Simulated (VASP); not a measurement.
# C in VASP: single point with PBE+D3(BJ)

Aim: the single point of C with PBE+D3(BJ).

Everything below comes from runs of VASP 6.6.1. Logs are shortened: lines on timing, memory, paths and dates and some standing lists are left out, and cuts for length are marked.

## 1. The cell of the first run

The cell holds a slab with vacuum, 4 atoms: a = 2.558 Å, b = 2.420 Å, c = 23.922 Å, α = 90.00°, β = 90.00°, γ = 121.90°.

## 2. Single point, PBE+D3(BJ) (strain +0.0375 x Voigt [1, -1, 0, 0, 0, 0])

Input file INCAR:

```
SYSTEM = C
PREC = Accurate
ENCUT = 600
EDIFF = 1E-6
ISMEAR = 0
SIGMA = 0.15
LREAL = .FALSE.
LASPH = .TRUE.
NELM = 120
ALGO = Normal
ISIF = 2
LWAVE = .FALSE.
LCHARG = .TRUE.
GGA = PE
IVDW = 12
LELF = .TRUE.
LVHAR = .TRUE.
NBANDS = 16
GGA_COMPAT = .FALSE.
```

Input file KPOINTS:

```
Automatic mesh
0
G
  24 24 2
  0 0 0
```

Input file POSCAR:

```
C
1.0
    2.5577154007      0.0000000000      0.0000000000
   -1.2788577003      2.0549226684      0.0000000000
    0.0000000000      0.0000000000     23.9222939139
C
4
Direct
    0.0000000000      0.0000000000      0.5711557753
    0.0000000000      0.0000000000      0.4288442247
    0.3333333333      0.6666666667      0.4288237756
    0.6666666667      0.3333333333      0.5711762244
```

Potentials or basis: VASP PAW PBE potentials, release 64 (C).

Started as:

```console
$ cat potpaw_PBE.64/C/POTCAR > POTCAR
$ mpirun -np 1 vasp_std > vasp.out
```

OUTCAR:

```text
SYSTEM = C
   PREC = Accurate
   ENCUT = 600
   EDIFF = 1E-6
   ISMEAR = 0
   LREAL = .FALSE.
   LASPH = .TRUE.
   NELM = 120
   ISIF = 2
   GGA = PE
   IVDW = 12
 IVDW          = 12

 ion  position               nearest neighbor table
   1  0.000  0.000  0.571-   4 1.37   4 1.45   4 1.45
   2  0.000  0.000  0.429-   3 1.37   3 1.45   3 1.45
   3  0.333  0.667  0.429-   2 1.37   2 1.45   2 1.45
   4  0.667  0.333  0.571-   1 1.37   1 1.45   1 1.45

  Warning from LATTYP: Monoclinic adjustment (A1->A3, A2->A1, A3->A2)!
  LATTYP: Found a base centered orthorhombic cell.
 ALAT       =     2.5577154007
 B/A-ratio  =     1.6068423155
 C/A-ratio  =     9.3529928730

  Lattice vectors:

 A1 = (   1.2788577003,  -2.0549226684,   0.0000000000)
 A2 = (   1.2788577004,   2.0549226684,   0.0000000000)
 A3 = (   0.0000000000,   0.0000000000,  23.9222939139)

Analysis of symmetry for initial positions (statically):
=====================================================================
 Subroutine PRICEL returns:
 Original cell was already a primitive cell.

 Routine SETGRP: Setting up the symmetry group for a
 base centered orthorhombic supercell.

 Subroutine GETGRP returns: Found  4 space group operations
 (whereof  4 operations were pure point group operations)
 out of a pool of  8 trial point group operations.

The static configuration has the point symmetry C_2h.

Analysis of symmetry for dynamics (positions and initial velocities):
=====================================================================
 Subroutine PRICEL returns:
 Original cell was already a primitive cell.

 Routine SETGRP: Setting up the symmetry group for a
 base centered orthorhombic supercell.

 Subroutine GETGRP returns: Found  4 space group operations
 (whereof  4 operations were pure point group operations)
 out of a pool of  8 trial point group operations.

The dynamic configuration has the point symmetry C_2h.

 Subroutine INISYM returns: Found  4 space group operations
 (whereof  4 operations are pure point group operations),
 and found     1 'primitive' translations

----------------------------------------------------------------------------------------

                                     Primitive cell

  volume of cell :     125.7334

  direct lattice vectors                    reciprocal lattice vectors
     2.557715401  0.000000000  0.000000000     0.390973914  0.243318159  0.000000000
    -1.278857700  2.054922668  0.000000000     0.000000000  0.486636317  0.000000000
     0.000000000  0.000000000 23.922293914     0.000000000  0.000000000  0.041802011

  length of vectors
     2.557715401  2.420368606 23.922293914     0.460504427  0.486636317  0.041802011

  position of ions in fractional coordinates (direct lattice)
     0.000000000  0.000000000  0.571155775
     0.000000000  0.000000000  0.428844225
     0.333333333  0.666666667  0.428823776
     0.666666667  0.333333333  0.571176224

  ion indices of the primitive-cell ions
   primitive index   ion index
                 1           1
                 2           2
                 3           3
                 4           4

----------------------------------------------------------------------------------------

 KPOINTS: Automatic mesh

Automatic generation of k-mesh.
 Grid dimensions read from file:
 generate k-points for:   24   24    2

 Generating k-lattice:

  Cartesian coordinates                     Fractional coordinates (reciprocal lattice)
     0.016290580  0.010138257  0.000000000     0.041666667  0.000000000  0.000000000
     0.000000000  0.020276513  0.000000000     0.000000000  0.041666667  0.000000000
     0.000000000  0.000000000  0.020901006     0.000000000  0.000000000  0.500000000

  Length of vectors
     0.019187684  0.020276513  0.020901006

  Shift w.r.t. Gamma in fractional coordinates (k-lattice)
     0.000000000  0.000000000  0.000000000

 Subroutine IBZKPT returns following result:
 ===========================================

 Found    314 irreducible k-points:

 Following reciprocal coordinates:
            Coordinates               Weight
  0.000000  0.000000  0.000000      1.000000
  0.041667  0.000000  0.000000      4.000000
  0.083333  0.000000  0.000000      4.000000
  0.125000  0.000000  0.000000      4.000000
  0.166667  0.000000  0.000000      4.000000
  0.208333  0.000000  0.000000      4.000000
[... 16 lines left out ...]
  0.375000  0.041667  0.000000      4.000000
  0.416667  0.041667  0.000000      4.000000
 [... further k-points ...]
   k-points           NKPTS =    314   k-points in BZ     NKDIM =    314   number of bands    NBANDS=     16
   number of dos      NEDOS =    301   number of ions     NIONS =      4
   total plane-waves  NPLWV =  76800
   dimension x,y,z NGX =    20 NGY =   20 NGZ =  192
   dimension x,y,z NGXF=    40 NGYF=   40 NGZF=  384
   ions per type =               4
   NGX,Y,Z   is equivalent  to a cutoff of  13.00, 13.74, 13.34 a.u.
   NGXF,Y,Z  is equivalent  to a cutoff of  26.00, 27.47, 26.69 a.u.
 SYSTEM =  C
   PREC   = accura    normal or accurate (medium, high low for compatibility)
   ISTART =      0    job   : 0-new  1-cont  2-samecut
   ICHARG =      2    charge: 1-file 2-atom 10-const
   ISPIN  =      1    spin polarized calculation?
   LNONCOLLINEAR =      F non collinear calculations
   LSORBIT =      F    spin-orbit coupling
   LASPH  =      T    aspherical Exc in radial PAW
   ENCUT  =  600.0 eV  44.10 Ry    6.64 a.u.   5.11  4.83 47.78*2*pi/ulx,y,z
   NELM   =    120;   NELMIN=  2; NELMDL= -5     # of ELM steps
   EDIFF  = 0.1E-05   stopping-criterion for ELM
   LREAL  =      F    real-space projection
   EDIFFG = 0.1E-04   stopping-criterion for IOM
   NSW    =      0    number of steps for IOM
   IBRION =     -1    ionic relax: 0-MD 1-quasi-New 2-CG
   NFREE  =      0    steps in history (QN), initial steepest desc. (CG)
   ISIF   =      2    stress and relaxation
   ISYM   =      2    0-nonsym 1-usesym 2-fastsym
   POTIM  = 0.5000    time-step for ionic-motion
   TEBEG  =    0.0;   TEEND  =   0.0 temperature during run
   PSTRESS=    0.0 pullay stress
   NELECT =      16.0000    total number of electrons
   NUPDOWN=      -1.0000    fix difference up-down
   EMIN   =  10.00;   EMAX   =-10.00  energy-range for DOS
   EFERMI =   0.00;   METHOD = LEGACY
   ISMEAR =     0;   SIGMA  =   0.15  broadening in eV -4-tet -1-fermi 0-gaus
   EFERMI_NEDOS =   21; number of points for ismear=-14 and -15
   IALGO  =     38    algorithm
   IMIX   =      4    mixing-type and parameters
     AMIX     =   0.40;   BMIX     =  1.00
     AMIX_MAG =   1.60;   BMIX_MAG =  1.00
  volume/ion in A,a.u.               =      31.43       212.12
  Fermi-wavevector in a.u.,A,eV,Ry     =   0.823439  1.556074  9.225450  0.678051
  Thomas-Fermi vector in A             =   1.934949
   LORBIT       =      0    0 simple, 1 ext, 2 COOP (PROOUT), +10 PAW based schemes
   GGA     = PE    functional components
   LHFCALC =     F    Hartree Fock is set to
   AEXX    =    0.0000 exact exchange contribution
   IVDW    =    12    specifies the selected vdW correction
   LEPSILON=     F    determine dielectric tensor
   LRPA    =     F    only Hartree local field effects (RPA)
 non-spin polarized calculation
 Gauss-broadening in eV      SIGMA  =   0.15
  energy-cutoff  :      600.00
  volume of cell :      125.73
 maximum number of plane-waves:      4236
   NGX = 11   NGY =  9   NGZ = 95

 number of electron      15.9999999 magnetization

 Free energy of the ion-electron system (eV)
  ---------------------------------------------------
  ext. energy  EPLUGINS =         0.00000000
  ---------------------------------------------------
  free energy    TOTEN  =       -36.60666140 eV

  energy without entropy =      -36.60657306  energy(sigma->0) =      -36.60661723

 E-fermi :  -1.6883     XC(G=0):  -3.2787

 val. band max:       -1.9311542754   @ k =   0.2917   0.3333   0.5000
 cond. band min:      -1.4444350681   @ k =   0.2917   0.3333   0.5000
 fundamental gap:      0.4867192072
 Fermi energy:        -1.6883480483

 k-point     1 :       0.0000    0.0000    0.0000
  band No.  band energies     occupation
      1     -21.3583      2.00000
      2     -21.2247      2.00000
      3      -9.8205      2.00000
      4      -8.9186      2.00000
      5      -4.8428      2.00000
      6      -4.8340      2.00000
[... 8 lines left out ...]
     15       5.1993      0.00000
     16       5.7689      0.00000

 k-point     2 :       0.0417    0.0000    0.0000
  band No.  band energies     occupation
      1     -21.3185      2.00000
      2     -21.1853      2.00000
      3      -9.7727      2.00000
      4      -8.8722      2.00000
      5      -5.0038      2.00000
      6      -4.9933      2.00000
[... 8 lines left out ...]
     15       5.2519      0.00000
     16       5.8807      0.00000

 k-point     3 :       0.0833    0.0000    0.0000
  band No.  band energies     occupation
      1     -21.1994      2.00000
      2     -21.0672      2.00000
      3      -9.6294      2.00000
      4      -8.7334      2.00000
      5      -5.5144      2.00000
      6      -5.4981      2.00000
[... 8 lines left out ...]
     15       5.4112      0.00000
     16       6.1632      0.00000

 k-point     4 :       0.1250    0.0000    0.0000
  band No.  band energies     occupation
      1     -21.0012      2.00000
      2     -20.8707      2.00000
      3      -9.3915      2.00000
      4      -8.5032      2.00000
      5      -6.2940      2.00000
      6      -6.2705      2.00000
[... 8 lines left out ...]
     15       5.6776      0.00000
     16       6.4910      0.00000
[... 324 lines left out ...]
 k-point    22 :       0.3333    0.0417    0.0000
  band No.  band energies     occupation
      1     -18.4796      2.00000
      2     -18.3707      2.00000
      3     -12.1813      2.00000
      4     -12.1179      2.00000
      5      -7.3459      2.00000
      6      -7.3249      2.00000
[... 8 lines left out ...]
     15       6.9846      0.00000
     16       7.4268      0.00000

 k-point    23 :       0.3750    0.0417    0.0000
  band No.  band energies     occupation
      1     -17.8100      2.00000
      2     -17.7079      2.00000
      3     -13.1958      2.00000
      4     -13.1269      2.00000
      5      -7.5788      2.00000
      6      -7.5570      2.00000
[... 8 lines left out ...]
     15       7.6853      0.00000
     16       8.4084      0.00000

 k-point    24 :       0.4167    0.0417    0.0000
  band No.  band energies     occupation
      1     -17.1108      2.00000
      2     -17.0197      2.00000
      3     -14.1211      2.00000
      4     -14.0508      2.00000
      5      -7.7441      2.00000
      6      -7.7216      2.00000
[... 8 lines left out ...]
     15       8.7877      0.00000
     16       9.4998      0.00000

 [... further k-points ...]

------------------------ aborting loop because EDIFF is reached ----------------------------------------

 Edisp (eV)   -0.47182

 E8    (eV) :    -0.1411

  FORCE on cell =-STRESS in cart. coord.  units (eV):
  Direction    XX          YY          ZZ          XY          YZ          ZX
  --------------------------------------------------------------------------------------
  -------------------------------------------------------------------------------------
  Total      -6.83821     8.38604    -0.06786     0.00000    -0.01400    -0.00000
  in kB     -87.13700   106.86039    -0.86469     0.00000    -0.17844    -0.00000
  external pressure =        6.29 kB  Pullay stress =        0.00 kB

 VOLUME and BASIS-vectors are now :
 -----------------------------------------------------------------------------
  energy-cutoff  :      600.00
  volume of cell :      125.73
      direct lattice vectors                 reciprocal lattice vectors
     2.557715401  0.000000000  0.000000000     0.390973914  0.243318159  0.000000000
    -1.278857700  2.054922668  0.000000000     0.000000000  0.486636317  0.000000000
     0.000000000  0.000000000 23.922293914     0.000000000  0.000000000  0.041802011

 POSITION                                       TOTAL-FORCE (eV/Angst)
 -----------------------------------------------------------------------------------
      0.00000      0.00000     13.66336         0.000000      1.051035      0.003679
      0.00000      0.00000     10.25894        -0.000000     -1.051035     -0.003679
     -0.00000      1.36995     10.25845         0.000000      1.054823      0.001245
      1.27886      0.68497     13.66385        -0.000000     -1.054823     -0.001245
 -----------------------------------------------------------------------------------
    total drift:                                0.000000      0.000000      0.000000

  FREE ENERGIE OF THE ION-ELECTRON SYSTEM (eV)
  ---------------------------------------------------
  free  energy   TOTEN  =       -37.0784774110 eV

  energy  without entropy=      -37.0783890638  energy(sigma->0) =      -37.07843324
```

Wall time 8.4 min (1 thread of Intel Xeon 6975P-C (Granite Rapids), shared host); peak memory 0.68 GiB.

What came out:

* Free energy: -37.0785 eV
* Largest force: 1.055 eV/Å
* Dispersion energy per atom: -0.118 eV

Forces on the atoms (eV/Å):
```
C    0.000  1.051  0.004
C    0.000 -1.051 -0.004
C    0.000  1.055  0.001
C    0.000 -1.055 -0.001
```

Caveat: the cell differs from its parent crystal (strain +0.0375 x Voigt [1, -1, 0, 0, 0, 0]).
